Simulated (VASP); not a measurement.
# KCl (Fm-3m) in VASP: a series of runs

Runs on KCl. Level: r2SCAN. Tasks: phonons.

All numbers are computed with VASP 6.6.1; they aren't measurements. Logs are shortened: lines on timing, memory, paths and dates and some standing lists are left out, and cuts for length are marked.

### 1 The cell of the first run

Symmetry: Fm-3m, No. 225, cubic system. Conventional cell: a = 5.995 Å, b = 5.995 Å, c = 5.995 Å, α = 90.00°, β = 90.00°, γ = 90.00°. K (site symmetry m-3m) has 6 Cl at 3.00 Å within 3.9 Å. Within 3.9 Å of Cl (site symmetry m-3m) lie 6 K at 3.00 Å.

### 2 Phonons, r2SCAN

File INCAR:

```
SYSTEM = KCl
ALGO = Normal
EDIFF = 1E-8
ENCUT = 520
IBRION = 6
ISIF = 2
ISMEAR = 0
LASPH = .TRUE.
LCHARG = .FALSE.
LMIXTAU = .TRUE.
LREAL = .FALSE.
LWAVE = .FALSE.
METAGGA = R2SCAN
NBANDS = 15
NELM = 60
NFREE = 2
NSW = 1
POTIM = 0.015
PREC = Accurate
SIGMA = 0.01
```

File KPOINTS:

```
k-points
0
G
  6 6 6
  0 0 0
```

File POSCAR:

```
KCl
1.0
    2.9974199974      2.9974199974      0.0000000000
   -2.9974199974      2.9974199974      0.0000000000
    0.0000000000      2.9974199974      2.9974199974
K Cl
1 1
Direct
    0.0000000000      0.0000000000      0.0000000000
    0.5000000000      0.5000000000      0.0000000000
```

Potentials or basis: VASP PAW PBE potentials, release 64 (K_sv, Cl).

The run is started by

```console
$ cat potpaw_PBE.64/K_sv/POTCAR potpaw_PBE.64/Cl/POTCAR > POTCAR
$ mpirun -np 1 vasp_std > vasp.out
```

OUTCAR:

```text
SYSTEM = KCl
   EDIFF = 1E-8
   ENCUT = 520
   IBRION = 6
   ISIF = 2
   ISMEAR = 0
   LASPH = .TRUE.
   LREAL = .FALSE.
   METAGGA = R2SCAN
   NELM = 60
   NFREE = 2
   NSW = 1
   POTIM = 0.015
   PREC = Accurate

 ion  position               nearest neighbor table
   1  0.000  0.000  0.000-   2 3.00   2 3.00   2 3.00   2 3.00   2 3.00   2 3.00
   2  0.500  0.500  0.000-   1 3.00   1 3.00   1 3.00   1 3.00   1 3.00   1 3.00

  LATTYP: Found a face centered cubic cell.
 ALAT       =     5.9948399948

  Lattice vectors:

 A1 = (   0.0000000000,   2.9974199974,   2.9974199974)
 A2 = (   2.9974199974,   0.0000000000,   2.9974199974)
 A3 = (   2.9974199974,   2.9974199974,   0.0000000000)

Analysis of symmetry for initial positions (statically):
=====================================================================
 Subroutine PRICEL returns:
 Original cell was already a primitive cell.

 Routine SETGRP: Setting up the symmetry group for a
 face centered cubic supercell.

 Subroutine GETGRP returns: Found 48 space group operations
 (whereof 48 operations were pure point group operations)
 out of a pool of 48 trial point group operations.

The static configuration has the point symmetry O_h .

Analysis of symmetry for dynamics (positions and initial velocities):
=====================================================================
 Subroutine PRICEL returns:
 Original cell was already a primitive cell.

 Routine SETGRP: Setting up the symmetry group for a
 face centered cubic supercell.

 Subroutine GETGRP returns: Found 48 space group operations
 (whereof 48 operations were pure point group operations)
 out of a pool of 48 trial point group operations.

The dynamic configuration has the point symmetry O_h .

 Subroutine INISYM returns: Found 48 space group operations
 (whereof 48 operations are pure point group operations),
 and found     1 'primitive' translations

----------------------------------------------------------------------------------------

                                     Primitive cell

  volume of cell :      53.8608

  direct lattice vectors                    reciprocal lattice vectors
     2.997419997  2.997419997  0.000000000     0.166810124  0.166810124 -0.166810124
    -2.997419997  2.997419997  0.000000000    -0.166810124  0.166810124 -0.166810124
     0.000000000  2.997419997  2.997419997     0.000000000  0.000000000  0.333620247

  length of vectors
     4.238992012  4.238992012  4.238992012     0.288923609  0.288923609  0.333620247

  position of ions in fractional coordinates (direct lattice)
     0.000000000  0.000000000  0.000000000
     0.500000000  0.500000000  0.000000000

  ion indices of the primitive-cell ions
   primitive index   ion index
                 1           1
                 2           2

----------------------------------------------------------------------------------------

 KPOINTS: k-points

Automatic generation of k-mesh.
 Grid dimensions read from file:
 generate k-points for:    6    6    6

 Generating k-lattice:

  Cartesian coordinates                     Fractional coordinates (reciprocal lattice)
     0.027801687  0.027801687 -0.027801687     0.166666667  0.000000000  0.000000000
    -0.027801687  0.027801687 -0.027801687     0.000000000  0.166666667  0.000000000
     0.000000000  0.000000000  0.055603375     0.000000000  0.000000000  0.166666667

  Length of vectors
     0.048153935  0.048153935  0.055603375

  Shift w.r.t. Gamma in fractional coordinates (k-lattice)
     0.000000000  0.000000000  0.000000000

 Subroutine IBZKPT returns following result:
 ===========================================

 Found     16 irreducible k-points:

 Following reciprocal coordinates:
            Coordinates               Weight
  0.000000  0.000000  0.000000      1.000000
  0.166667  0.000000  0.000000      8.000000
  0.333333  0.000000  0.000000      8.000000
  0.500000  0.000000  0.000000      4.000000
  0.166667  0.166667  0.000000     12.000000
  0.333333  0.166667  0.000000     24.000000
[... 8 lines left out ...]
  0.500000  0.333333  0.166667     24.000000
  0.500000  0.500000  0.166667     12.000000
   k-points           NKPTS =     16   k-points in BZ     NKDIM =     16   number of bands    NBANDS=     15
   number of dos      NEDOS =    301   number of ions     NIONS =      2
   total plane-waves  NPLWV =  32768
   dimension x,y,z NGX =    32 NGY =   32 NGZ =   32
   dimension x,y,z NGXF=    64 NGYF=   64 NGZF=   64
   ions per type =               1   1
   NGX,Y,Z   is equivalent  to a cutoff of  12.55, 12.55, 12.55 a.u.
   NGXF,Y,Z  is equivalent  to a cutoff of  25.10, 25.10, 25.10 a.u.
 SYSTEM =  KCl
   PREC   = accura    normal or accurate (medium, high low for compatibility)
   ISTART =      0    job   : 0-new  1-cont  2-samecut
   ICHARG =      2    charge: 1-file 2-atom 10-const
   ISPIN  =      1    spin polarized calculation?
   LNONCOLLINEAR =      F non collinear calculations
   LSORBIT =      F    spin-orbit coupling
   LASPH  =      T    aspherical Exc in radial PAW
   ENCUT  =  520.0 eV  38.22 Ry    6.18 a.u.   7.88  7.88  7.88*2*pi/ulx,y,z
   NELM   =     60;   NELMIN=  2; NELMDL= -5     # of ELM steps
   EDIFF  = 0.1E-07   stopping-criterion for ELM
   LREAL  =      F    real-space projection
   EDIFFG = 0.1E-06   stopping-criterion for IOM
   NSW    =     61    number of steps for IOM
   IBRION =      6    ionic relax: 0-MD 1-quasi-New 2-CG
   NFREE  =      2    steps in history (QN), initial steepest desc. (CG)
   ISIF   =      2    stress and relaxation
   ISYM   =      2    0-nonsym 1-usesym 2-fastsym
   POTIM  = 0.0150    time-step for ionic-motion
   TEBEG  =    0.0;   TEEND  =   0.0 temperature during run
   PSTRESS=    0.0 pullay stress
   NELECT =      16.0000    total number of electrons
   NUPDOWN=      -1.0000    fix difference up-down
   EMIN   =  10.00;   EMAX   =-10.00  energy-range for DOS
   EFERMI =   0.00;   METHOD = LEGACY
   ISMEAR =     0;   SIGMA  =   0.01  broadening in eV -4-tet -1-fermi 0-gaus
   EFERMI_NEDOS =   21; number of points for ismear=-14 and -15
   IALGO  =     38    algorithm
   IMIX   =      4    mixing-type and parameters
     AMIX     =   0.40;   BMIX     =  1.00
     AMIX_MAG =   1.60;   BMIX_MAG =  1.00
  volume/ion in A,a.u.               =      26.93       181.74
  Fermi-wavevector in a.u.,A,eV,Ry     =   1.092338  2.064220 16.234517  1.193203
  Thomas-Fermi vector in A             =   2.228602
   LORBIT       =      0    0 simple, 1 ext, 2 COOP (PROOUT), +10 PAW based schemes
   METAGGA = R2SCAN    functional components
   LHFCALC =     F    Hartree Fock is set to
   AEXX    =    0.0000 exact exchange contribution
   IVDW    =     0    specifies the selected vdW correction
   LEPSILON=     F    determine dielectric tensor
   LRPA    =     F    only Hartree local field effects (RPA)
 finite differences with symmetry
 non-spin polarized calculation
 Gauss-broadening in eV      SIGMA  =   0.01
  energy-cutoff  :      520.00
  volume of cell :       53.86
 maximum number of plane-waves:      1464
   NGX = 15   NGY = 15   NGZ = 15

--------------------------------------- Ionic step        1  -------------------------------------------

 number of electron      15.9999999 magnetization

 Free energy of the ion-electron system (eV)
  ---------------------------------------------------
  ext. energy  EPLUGINS =         0.00000000
  ---------------------------------------------------
  free energy    TOTEN  =       -16.41210547 eV

  energy without entropy =      -16.41210547  energy(sigma->0) =      -16.41210547

------------------------ aborting loop because EDIFF is reached ----------------------------------------

  FORCE on cell =-STRESS in cart. coord.  units (eV):
  Direction    XX          YY          ZZ          XY          YZ          ZX
  --------------------------------------------------------------------------------------
  -------------------------------------------------------------------------------------
  Total        1.3472503      1.3472503      1.3472503     -0.0000000      0.0000000      0.0000000
  in kB       40.0761573     40.0761573     40.0761573     -0.0000000      0.0000000      0.0000000
  external PRESSURE =      40.0761573 kB  Pullay stress =       0.0000000 kB
[... 129 lines left out ...]
  energy  without entropy=      -16.4117932102  energy(sigma->0) =      -16.41179321

--------------------------------------- Ionic step        5  -------------------------------------------

 number of electron      16.0000000 magnetization

 Free energy of the ion-electron system (eV)
  ---------------------------------------------------
  ext. energy  EPLUGINS =         0.00000000
  ---------------------------------------------------
  free energy    TOTEN  =       -16.41179321 eV

  energy without entropy =      -16.41179321  energy(sigma->0) =      -16.41179321

 E-fermi :  -1.4781     XC(G=0):  -8.6230

 val. band max:       -1.6151338029   @ k =   0.0000   0.0000   0.0000
 cond. band min:       4.7829268987   @ k =   0.0000   0.0000   0.0000
 fundamental gap:      6.3980607016
 Fermi energy:        -1.4781149380

 k-point     1 :       0.0000    0.0000    0.0000
  band No.  band energies     occupation
      1     -29.5605      2.00000
      2     -14.4762      2.00000
      3     -12.2539      2.00000
      4     -12.2539      2.00000
      5     -12.2539      2.00000
      6      -1.6152      2.00000
      7      -1.6152      2.00000
      8      -1.6151      2.00000
      9       4.7829      0.00000
     10       7.4357      0.00000
     11       7.4358      0.00000
     12       7.4358      0.00000
     13       8.5667      0.00000
     14       8.5672      0.00000
     15      12.2897      0.00000
[... 397 lines left out ...]
 k-point    24 :       0.0000    0.0000   -0.3333
  band No.  band energies     occupation
      1     -29.5390      2.00000
      2     -14.4762      2.00000
      3     -12.3257      2.00000
      4     -12.3253      2.00000
      5     -12.2620      2.00000
      6      -2.4899      2.00000
      7      -1.8239      2.00000
      8      -1.8237      2.00000
      9       5.6186      0.00000
     10       7.1759      0.00000
     11       9.3905      0.00000
     12      10.4123      0.00000
     13      10.4169      0.00000
     14      10.6356      0.00000
     15      11.9370      0.00000

 [... further k-points ...]
[... 5 lines left out ...]
  --------------------------------------------------------------------------------------
  -------------------------------------------------------------------------------------
  Total        1.3509136      1.3469626      1.3469626     -0.0000000      0.0000000      0.0000000
  in kB       40.1851270     40.0675996     40.0675996     -0.0000000      0.0000000      0.0000000
  external PRESSURE =      40.1067754 kB  Pullay stress =       0.0000000 kB
[... 17 lines left out ...]
  FREE ENERGIE OF THE ION-ELECTRON SYSTEM (eV)
  ---------------------------------------------------
  free  energy   TOTEN  =       -16.4117932138 eV

  energy  without entropy=      -16.4117932138  energy(sigma->0) =      -16.41179321

 INTERNAL STRAIN TENSORS FROM DISPLACED ATOMS
 ============================================

 INTERNAL STRAIN TENSOR FOR ION    1 for displacements in x,y,z  (eV/Angst):
          X           Y           Z          XY          YZ          ZX
  --------------------------------------------------------------------------------
  x     0.00000     0.00000     0.00000     0.00000     0.00000     0.00000
  y     0.00000     0.00000     0.00000     0.00000     0.00000     0.00000
  z     0.00000     0.00000     0.00000     0.00000     0.00000     0.00000

 INTERNAL STRAIN TENSOR FOR ION    2 for displacements in x,y,z  (eV/Angst):
          X           Y           Z          XY          YZ          ZX
  --------------------------------------------------------------------------------
  x     0.00000     0.00000     0.00000     0.00000     0.00000     0.00000
  y     0.00000     0.00000     0.00000     0.00000     0.00000     0.00000
  z     0.00000     0.00000     0.00000     0.00000     0.00000     0.00000

 Eigenvectors and eigenvalues of the dynamical matrix
 ----------------------------------------------------

   1 f  =    5.971207 THz    37.518198 2PiTHz  199.178017 cm-1    24.694916 meV
             X         Y         Z           dx          dy          dz
      0.000000  0.000000  0.000000    -0.087655   -0.646246    0.218741
      0.000000  2.997420  0.000000     0.092493    0.681913   -0.230813

   2 f  =    5.971207 THz    37.518198 2PiTHz  199.178017 cm-1    24.694916 meV
             X         Y         Z           dx          dy          dz
      0.000000  0.000000  0.000000    -0.006186   -0.219777   -0.651786
      0.000000  2.997420  0.000000     0.006527    0.231907    0.687759
[... 11 lines left out ...]
   5 f/i=    0.014283 THz     0.089740 2PiTHz    0.476416 cm-1     0.059068 meV
             X         Y         Z           dx          dy          dz
      0.000000  0.000000  0.000000    -0.318838    0.629232    0.171009
      0.000000  2.997420  0.000000    -0.302161    0.596321    0.162064

   6 f/i=    0.014283 THz     0.089740 2PiTHz    0.476416 cm-1     0.059068 meV
             X         Y         Z           dx          dy          dz
      0.000000  0.000000  0.000000    -0.032930    0.174577   -0.703757
      0.000000  2.997420  0.000000    -0.031208    0.165446   -0.666947

 ELASTIC MODULI CONTR FROM IONIC RELAXATION (kBar)
 Direction    XX          YY          ZZ          XY          YZ          ZX
 --------------------------------------------------------------------------------
 XX           0.0000      0.0000      0.0000      0.0000      0.0000      0.0000
 YY           0.0000      0.0000      0.0000      0.0000      0.0000      0.0000
 ZZ           0.0000      0.0000      0.0000      0.0000      0.0000      0.0000
 XY           0.0000      0.0000      0.0000      0.0000      0.0000      0.0000
 YZ           0.0000      0.0000      0.0000      0.0000      0.0000      0.0000
 ZX           0.0000      0.0000      0.0000      0.0000      0.0000      0.0000
 --------------------------------------------------------------------------------
```

It took 2.5 min on 1 thread of Intel Xeon 6975P-C (Granite Rapids), shared host; peak memory 0.21 GiB.

What came out:

```
Highest phonon frequency at Γ, LO-TO splitting left out : 199 cm⁻¹
```

Phonon frequencies in cm⁻¹ (negative: imaginary):
```tsv
q point	frequencies
(0.000, 0.000, 0.000)	0 0 0 199 199 199
```

Caveat: the cell wasn't relaxed at this level first, which shifts response properties; the PAW data sets were made with another functional, which shifts forces and pressure a little.

(Part 1 of 3 ends here.)
